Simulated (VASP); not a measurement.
A run of VASP 6.6.1 is set up as follows.

File INCAR:

```
SYSTEM = B3W
PREC     = Accurate       ! precision mode
ENCUT    = 520            ! plane-wave cutoff, eV
EDIFF    = 1E-7           ! SCF threshold, eV
ISMEAR   = 0              ! smearing method
SIGMA    = 0.1            ! smearing width, eV
LREAL    = .FALSE.        ! projectors in reciprocal space
LASPH    = .TRUE.         ! aspherical terms in the spheres
NELM     = 100            ! most SCF steps
ALGO     = Normal         ! electronic algorithm
ISIF     = 2              ! what is computed and relaxed
LWAVE    = .FALSE.        ! write WAVECAR
LCHARG   = .FALSE.        ! write CHGCAR
GGA      = PE             ! functional
NBANDS   = 20             ! bands
```

Contents of KPOINTS:

```
Automatic mesh
0
G
  20 20 20
  0 0 0
```

The input POSCAR:

```
B3W
1.0
   -1.5378256355      1.5378256355      3.6854093236
    1.5378256355     -1.5378256355      3.6854093236
    1.5378256355      1.5378256355     -3.6854093236
B W
3 1
Direct
    0.5000000000      0.5000000000      0.0000000000
    0.2500000000      0.7500000000      0.5000000000
    0.7500000000      0.2500000000      0.5000000000
    0.0000000000      0.0000000000      0.0000000000
```

Potentials or basis: VASP PAW PBE potentials, release 64 (B, W_sv).

The run is started by

```console
$ cat potpaw_PBE.64/B/POTCAR potpaw_PBE.64/W_sv/POTCAR > POTCAR
$ mpirun -np 1 vasp_std > vasp.out
```

(1) What does it give for the pressure?

Results:

(1) 0.4 GPa.
